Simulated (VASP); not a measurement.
A run of VASP 6.6.1 is set up as follows.

Contents of INCAR:

```
  PREC = Accurate
  ENCUT = 600
  EDIFF = 1E-6
  ISMEAR = -1
  SIGMA = 0.05
  LREAL = F
  LASPH = T
  NELM = 60
  ALGO = Fast
  ISIF = 3
  LWAVE = F
  LCHARG = F
  GGA = PS
  IBRION = 2
  NSW = 60
  EDIFFG = -0.01
  PSTRESS = 300.0
```

The input KPOINTS:

```
Automatic mesh
0
Gamma
  11 11 11
```

The input POSCAR:

```
Ag
1.0
   -1.6556540000      1.6556540000      1.6556540000
    1.6556540000     -1.6556540000      1.6556540000
    1.6556540000      1.6556540000     -1.6556540000
Ag
1
Direct
    0.0000000000      0.0000000000      0.0000000000
```

Potentials or basis: VASP PAW PBE potentials, release 64 (Ag).

Run with:

```console
$ cat potpaw_PBE.64/Ag/POTCAR > POTCAR
$ mpirun -np 1 vasp_std > vasp.out
```

Estimate the relaxed volume.

14.21 Å³/atom.

What does it give for the relaxed cell?

a = 2.643 Å, b = 2.643 Å, c = 2.643 Å, α = 109.47°, β = 109.47°, γ = 109.47°.

Predict the space group after relaxing (to 0.05 Å).

Im-3m (No. 229).

Final structure:
```cif
data_structure
_symmetry_space_group_name_H-M 'P 1'
_symmetry_Int_Tables_number 1
_cell_length_a 2.6431
_cell_length_b 2.6431
_cell_length_c 2.6431
_cell_angle_alpha 109.471
_cell_angle_beta 109.471
_cell_angle_gamma 109.471
_cell_volume 14.21
loop_
_atom_site_label
_atom_site_type_symbol
_atom_site_fract_x
_atom_site_fract_y
_atom_site_fract_z
_atom_site_occupancy
Ag1 Ag 0.00000 0.00000 0.00000 1
```

Caveat: the cell is relaxed towards a set pressure, so the enthalpy falls and the energy may rise; the volume moved by over 15 % at a fixed basis, so the end points are rough; the PAW data sets were made with another functional, which shifts forces and pressure a little.
